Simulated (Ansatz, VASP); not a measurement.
Two plane-wave programs on Au

INCAR

```
PREC     = Accurate       # precision mode
ENCUT    = 500            # plane-wave cutoff, eV
EDIFF    = 1E-6           # SCF threshold, eV
ISMEAR   = 0              # smearing method
SIGMA    = 0.15           # smearing width, eV
LREAL    = F              # projectors in reciprocal space
LASPH    = T              # aspherical terms in the spheres
NELM     = 120            # most SCF steps
ALGO     = Normal         # electronic algorithm
ISIF     = 2              # what is computed and relaxed
LWAVE    = F              # write WAVECAR
LCHARG   = F              # write CHGCAR
GGA      = PE             # functional
NBANDS   = 18             # bands
GGA_COMPAT= F
```

File KPOINTS:

```
Automatic mesh
0
Gamma
  18 18 10
```

File POSCAR:

```
Au
1.0
    2.9534239609      0.0000000000      0.0000000000
   -1.4767119804      2.5577401783      0.0000000000
    0.0000000000      0.0000000000      4.9511562104
Au
2
Direct
    0.3333333333      0.6666666667      0.7500000000
    0.6666666667      0.3333333333      0.2500000000
```

Input for Ansatz:

```yaml
crystal:
  lattice:
    - [2.9534239609, 0.0, 0.0]
    - [-1.4767119804, 2.5577401783, 0.0]
    - [0.0, 0.0, 4.9511562104]
  atoms:
    - { symbol: Au, position: [0.3333333333, 0.6666666667, 0.75] }
    - { symbol: Au, position: [0.6666666667, 0.3333333333, 0.25] }
basis:
  ecutwfc: 420
kpoints:
  mp_grid: { grid: [18, 18, 10] }
hamiltonian:
  xc: pbe
scf:
  occupations: { method: gaussian, width: 0.15 }
output:
  forces: true
  stress: true
  eigenvalues: true
```

Change from the starting cell: mode 4 frozen in at +0.000 Å, equal normal strain along x, y and z +0.0125.

Alike in both runs: task single point; functional PBE; k mesh 18 × 18 × 10; occupations gaussian, width 0.15 eV; no spin polarisation.

```csv
,VASP,Ansatz
version,VASP 6.6.1,Ansatz 0.2.0
potentials or method,"VASP PAW PBE potentials, release 64 (Au), cutoff 500 eV","scalar-relativistic, plane waves, PAW"
valence electrons in the cell,22,38
```

|  | VASP | Ansatz | Ansatz less VASP |
| --- | --- | --- | --- |
| gap on the k mesh at the Fermi level (eV) | none | none | - |
| pressure (GPa) | -4.8 | -4.6 | +0.17 |
| traceless stress, the component that is largest in VASP (GPa) | 0.21 | 0.22 | +0.009 |

A gap of «none» marks a metal or a gap that the smearing closes. VASP's potentials hold 22 valence electrons a cell and Ansatz's 38, so a difference there can come from the potentials and not from the codes.

Neither program's run includes spin-orbit coupling.
